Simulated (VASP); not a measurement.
BP, 2 atoms in the cell. Symmetry: F-43m, No. 216, cubic system. Conventional cell: a = 4.210 Å, b = 4.210 Å, c = 4.210 Å, α = 90.00°, β = 90.00°, γ = 90.00°. B (site symmetry -43m) has 4 P at 1.82 Å within 2.4 Å. Within 2.4 Å of P (site symmetry -43m) lie 4 B at 1.82 Å. 

- Program: VASP 6.6.1
- Task: vibrations by perturbation theory
- Functional: LDA
- Potentials or basis: VASP PAW LDA potentials, release 64 (B, P)
- Cutoff: 500 eV
- k mesh: 12 × 12 × 12
- Occupations: gaussian, width 0.01 eV
- Spin: no spin polarisation
- Dipole correction: no
- Further INCAR settings: ALGO = Normal; EDIFF = 1e-08; NBANDS = 11; IBRION = 8; NSW = 1

Potentials or basis: VASP PAW LDA potentials, release 64 (B, P).

Launch:

```console
$ cat potpaw_LDA.64/B/POTCAR potpaw_LDA.64/P/POTCAR > POTCAR
$ mpirun -np 1 vasp_std > vasp.out
```

Hardware: 1 thread of Intel Xeon 8259CL, on a shared host.

How long does it take, and how much memory?

It took 5.1 min on 1 thread of Intel Xeon 8259CL, with other jobs on the host, peak memory 0.24 GiB. Counts: scf iterations 117, k points 72.
